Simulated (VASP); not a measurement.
# SiC3 (P-6m2) in VASP: further runs, part 2 of 2

VASP 6.6.1. Earlier steps stand in the parts before.

### 4 Single point, PBE

This run uses another cell than the first one, of 8.93 Å³/atom, 0.992 times its volume.

Input file INCAR:

```
SYSTEM = SiC3
PREC = Accurate
ENCUT = 520
EDIFF = 1E-6
ISMEAR = 0
SIGMA = 0.1
LREAL = .FALSE.
LASPH = .TRUE.
NELM = 60
ALGO = Normal
ISIF = 2
LWAVE = .FALSE.
LCHARG = .TRUE.
GGA = PE
LELF = .TRUE.
LVHAR = .TRUE.
NBANDS = 16
```

Input file KPOINTS:

```
regular mesh
0
G
  6 6 4
  0 0 0
```

Input file POSCAR:

```
SiC3
1.0
    2.5136656060      0.0000000000      0.0000000000
   -1.2568328030      2.1768982714      0.0000000000
    0.0000000000      0.0000000000      6.5247040459
Si C
1 3
Direct
    0.3333333333      0.6666666667      0.5000000000
    0.3333333333      0.6666666667      0.0000000000
    0.6666666667      0.3333333333      0.1315508565
    0.6666666667      0.3333333333      0.8684491435
```

The run is started by

```sh
$ cat potpaw_PBE.64/Si/POTCAR potpaw_PBE.64/C/POTCAR > POTCAR
$ mpirun -np 1 vasp_std > vasp.out
```

Run time: 9.9 s. Hardware: 1 thread of Intel Xeon 6975P-C (Granite Rapids), shared host; peak memory 0.14 GiB.

Results (log left out):

| Quantity | Value |
| --- | --- |
| Free energy | -24.3418 eV |
| Pressure | 0.2 GPa |
| Largest force | 0.044 eV/Å |
| Band gap on the k mesh | zero (band 8 reaches 12.78 eV, above the bottom of band 9 at 6.57 eV) |

Forces in eV/Å, atoms in the order of the input:
```
Si   0.000  0.000  0.000
C    0.000  0.000  0.000
C    0.000  0.000  0.044
C    0.000  0.000 -0.044
```

Levels at points of the mesh, in eV from the Fermi level:
```csv
k point,band 5,band 6,band 7,band 8,band 9,band 10,band 11,band 12
"(0.00, 0.00, 0.00)",-4.27,-3.33,-3.33,3.79,3.79,4.47,4.73,4.73
"(0.50, 0.00, 0.00)",-6.63,-6.48,-5.35,-1.49,1.69,1.78,2.48,3.98
"(0.00, 0.00, 0.50)",-3.33,-3.33,0.61,0.93,3.78,3.78,4.73,4.73
"(0.50, 0.00, 0.50)",-6.68,-4.77,-4.63,-3.64,0.92,1.75,2.98,5.14
```

Caveat: the k points lie up to 0.48 Å⁻¹ apart.

### 5 Relaxation of cell and atoms, PBE

This run uses another cell than the first one, of 13.41 Å³/atom, 1.490 times its volume.

Input file INCAR:

```
PREC = Accurate
ENCUT = 600
EDIFF = 1E-6
ISMEAR = 0
SIGMA = 0.1
LREAL = F
LASPH = T
NELM = 80
ALGO = Normal
ISIF = 3
LWAVE = F
LCHARG = F
GGA = PE
IBRION = 2
NSW = 90
EDIFFG = -0.04
```

Input file KPOINTS:

```
regular mesh
0
Gamma
  6 6 2
```

Input file POSCAR:

```
SiC3
1.0
    2.6720936500      0.0000000000      0.0000000000
   -1.3360468300      2.3141009800      0.0000000000
    0.0000000000      0.0000000000      8.6744468400
Si C
1 3
Direct
    0.3333333300      0.6666666700      0.5000000000
    0.3333333300      0.6666666700      0.0000000000
    0.6666666700      0.3333333300      0.2500000000
    0.6666666700      0.3333333300      0.7500000000
```

The run is started by

```sh
$ cat potpaw_PBE.64/Si/POTCAR potpaw_PBE.64/C/POTCAR > POTCAR
$ mpirun -np 1 vasp_std > vasp.out
```

It took 3.3 min on 1 thread of Intel Xeon 6975P-C (Granite Rapids), shared host; peak memory 0.2 GiB.

The run converged. Its results:

```yaml
Free_energy: -23.8744 eV
Relaxed_volume: 7.58 Å³/atom
Relaxed_cell: a = 2.729 Å, b = 2.729 Å, c = 4.699 Å, α = 90.00°, β = 90.00°, γ = 120.00°
Space_group_after_relaxing_to_0.05_Å: P-6m2 (No. 187)
Energy_gained_by_relaxing: 1759.3 meV/atom
Ionic_steps: 35
Pressure_after_relaxing: -0.2 GPa
Band_gap_on_the_k_mesh: zero (band 8 reaches 12.43 eV, above the bottom of band 9 at 8.33 eV)
```

Stress tensor (GPa, compression positive):
```
-0.19  0.00  0.00
 0.00 -0.19  0.00
 0.00  0.00 -0.29
```

Step by step:
```csv
step,energy change (eV),largest force (eV/Å),pressure (GPa),volume (Å³)
1,0.0000,0.1464,-23.71,53.64
2,-1.9549,0.5466,-12.07,39.62
3,-2.2214,0.6818,0.18,35.47
4,-2.2369,0.7016,4.63,34.39
5,-3.0753,1.0788,3.31,32.84
6,-6.4827,1.8974,22.53,27.89
7,186.2613,321.8680,3305.25,12.14
8,-3.9052,5.9656,82.54,27.72
9,2.6628,1.4898,247.76,20.94
10,-3.6151,6.7945,101.79,26.48
11,-2.0030,5.6418,148.67,23.86
12,-3.4225,6.8688,113.57,25.62
13,-3.1967,6.8841,124.11,25.08
14,-3.3339,6.8751,118.55,25.35
15,-3.3733,6.7725,118.23,25.33
16,-3.4387,6.4726,117.66,25.27
17,-3.4414,6.3237,117.63,25.23
18,-3.5173,6.2413,115.43,25.31
19,-3.7381,5.9980,109.01,25.55
20,-4.1486,5.5301,96.82,26.03
21,-4.8526,4.6588,74.90,27.00
22,-5.8718,3.4567,40.28,29.03
23,-6.6214,1.0619,-3.93,33.37
24,-6.6230,0.9795,-5.07,33.55
25,-6.6230,0.8970,-6.19,33.73
26,-6.6436,0.8901,-6.15,33.63
27,-6.6989,0.9154,-6.39,33.34
28,-6.7983,1.0549,-7.04,32.76
29,-6.8816,1.0992,-4.68,31.57
30,-6.9309,1.0179,-3.86,31.20
31,-7.0249,0.3524,1.09,30.13
32,-7.0280,0.0721,3.18,29.81
33,-7.0285,0.1522,2.58,29.90
34,-7.0350,0.0785,1.21,30.10
35,-7.0372,0.0009,-0.22,30.31
```

Final structure:
```xyz
4
Lattice="2.7291 0.0000 0.0000 -1.3646 2.3635 0.0000 0.0000 0.0000 4.6991" Properties=species:S:1:pos:R:3 pbc="T T T"
Si    0.0000    1.5757    2.3495
C     0.0000    1.5757    0.0000
C     1.3646    0.7878    1.0474
C     1.3646    0.7878    3.6517
```

Levels at points of the mesh, in eV from the Fermi level:
```csv
k point,band 6,band 7,band 8,band 9,band 10,band 11
"(0.00, 0.00, 0.00)",-0.89,1.49,1.49,2.32,2.82,2.82
"(0.50, 0.00, 0.00)",-5.56,-5.30,-0.41,1.80,2.29,2.83
"(0.00, 0.00, 0.50)",-2.19,0.29,0.29,2.64,3.61,3.61
"(0.50, 0.00, 0.50)",-4.33,-2.22,-2.09,-0.26,-0.17,3.00
```

Caveat: the k points lie up to 0.67 Å⁻¹ apart in the final cell; the volume moved by over 15 % at a fixed basis, so the end points are rough.

### 6 Relaxation of cell and atoms, PBE

Edit INCAR of step 5 so:

```diff
@@ -7,3 +7,3 @@
 LASPH = T
-NELM = 80
+NELM = 60
 ALGO = Normal
```

Input file KPOINTS:

```
Automatic mesh
0
Gamma
  6 6 4
```

Input file POSCAR:

```
SiC3
1.0
    2.5165884397      0.0000000000      0.0000000000
   -1.2582942198      2.1794295196      0.0000000000
    0.0000000000      0.0000000000      6.5636660218
Si C
1 3
Direct
    0.3333333333      0.6666666667      0.5000000000
    0.3333333333      0.6666666667      0.0000000000
    0.6666666667      0.3333333333      0.1305866599
    0.6666666667      0.3333333333      0.8694133401
```

Potentials or basis: VASP PAW PBE potentials, release 64 (Si, C).

The run is started by

```sh
$ cat potpaw_PBE.64/Si/POTCAR potpaw_PBE.64/C/POTCAR > POTCAR
$ mpirun -np 1 vasp_std > vasp.out
```

It took 13 s on 1 thread of Intel Xeon 6975P-C (Granite Rapids), shared host; peak memory 0.14 GiB.

The run converged. Its results:

| Quantity | Value |
| --- | --- |
| Free energy | -24.3445 eV |
| Relaxed volume | 8.93 Å³/atom |
| Relaxed cell | a = 2.511 Å, b = 2.511 Å, c = 6.542 Å, α = 90.00°, β = 90.00°, γ = 120.00° |
| Space group after relaxing (to 0.05 Å) | P-6m2 (No. 187) |
| Energy gained by relaxing | 0.2 meV/atom |
| Ionic steps | 3 |
| Pressure after relaxing | 0.3 GPa |
| Largest force after relaxing | 0.036 eV/Å |
| Band gap on the k mesh | zero (band 8 reaches 12.79 eV, above the bottom of band 9 at 6.58 eV) |

Forces in eV/Å, atoms in the order of the input:
```
Si   0.000  0.000  0.000
C    0.000  0.000  0.000
C    0.000  0.000  0.036
C    0.000  0.000 -0.036
```

Stress tensor (GPa, compression positive):
```
 0.69  0.00  0.00
 0.00  0.69  0.00
 0.00  0.00 -0.60
```

The path:
| step | energy change (eV) | largest force (eV/Å) | pressure (GPa) | volume (Å³) |
| --- | --- | --- | --- | --- |
| 1 | 0.0000 | 0.0638 | -0.75 | 36.00 |
| 2 | -0.0009 | 0.0409 | 0.07 | 35.78 |
| 3 | -0.0009 | 0.0356 | 0.26 | 35.73 |

Final structure:
```cif
data_structure
_symmetry_space_group_name_H-M 'P 1'
_symmetry_Int_Tables_number 1
_cell_length_a 2.5112
_cell_length_b 2.5112
_cell_length_c 6.5425
_cell_angle_alpha 90.000
_cell_angle_beta 90.000
_cell_angle_gamma 120.000
_cell_volume 35.73
loop_
_atom_site_label
_atom_site_type_symbol
_atom_site_fract_x
_atom_site_fract_y
_atom_site_fract_z
_atom_site_occupancy
Si1 Si 0.33333 0.66667 0.50000 1
C1 C 0.33333 0.66667 0.00000 1
C2 C 0.66667 0.33333 0.13116 1
C3 C 0.66667 0.33333 0.86884 1
```

Levels at points of the mesh, in eV from the Fermi level:
| k point | band 5 | band 6 | band 7 | band 8 | band 9 | band 10 | band 11 | band 12 |
| --- | --- | --- | --- | --- | --- | --- | --- | --- |
| (0.00, 0.00, 0.00) | -4.30 | -3.31 | -3.31 | 3.81 | 3.81 | 4.41 | 4.76 | 4.76 |
| (0.50, 0.00, 0.00) | -6.62 | -6.47 | -5.35 | -1.51 | 1.70 | 1.80 | 2.50 | 3.97 |
| (0.00, 0.00, 0.50) | -3.31 | -3.31 | 0.58 | 0.85 | 3.80 | 3.80 | 4.76 | 4.76 |
| (0.50, 0.00, 0.50) | -6.68 | -4.79 | -4.65 | -3.61 | 0.94 | 1.77 | 3.00 | 5.14 |

Caveat: the k points lie up to 0.48 Å⁻¹ apart in the final cell.

### 7 Summary

| task | cell | k mesh | cutoff (eV) | gap on the mesh (eV) | pressure (GPa) | relaxed volume (Å³/atom) | largest force (eV/Å) |
| --- | --- | --- | --- | --- | --- | --- | --- |
| single point | a = 2.517, b = 2.517, c = 6.564 Å, angles 90.0, 90.0, 120.0°, 4 atoms | 6 × 6 × 2 | 520 | none | 0.1 | - | 0.05 |
| single point | a = 2.672, b = 2.672, c = 8.674 Å, angles 90.0, 90.0, 120.0°, 4 atoms | 6 × 6 × 2 | 520 | none | -23.7 | - | 0.15 |
| single point | a = 2.514, b = 2.514, c = 6.525 Å, angles 90.0, 90.0, 120.0°, 4 atoms | 6 × 6 × 4 | 520 | none | 0.2 | - | 0.04 |
| relaxation of cell and atoms | relaxed from a = 2.672, b = 2.672, c = 8.674 Å, angles 90.0, 90.0, 120.0°, 4 atoms | 6 × 6 × 2 | 600 | none | -0.2 | 7.58 | - |
| relaxation of cell and atoms | relaxed from a = 2.517, b = 2.517, c = 6.564 Å, angles 90.0, 90.0, 120.0°, 4 atoms | 6 × 6 × 4 | 600 | none | 0.3 | 8.93 | 0.04 |

Alike in all rows: level PBE; potentials or basis VASP PAW PBE potentials, release 64 (Si, C); no spin polarisation; smearing gaussian 0.1 eV.

Caveats: all runs use coarse meshes; the volume moved by over 15 % at a fixed basis, so the end points are rough (some runs).

Absolute energies hang on the potentials; compare differences alone.
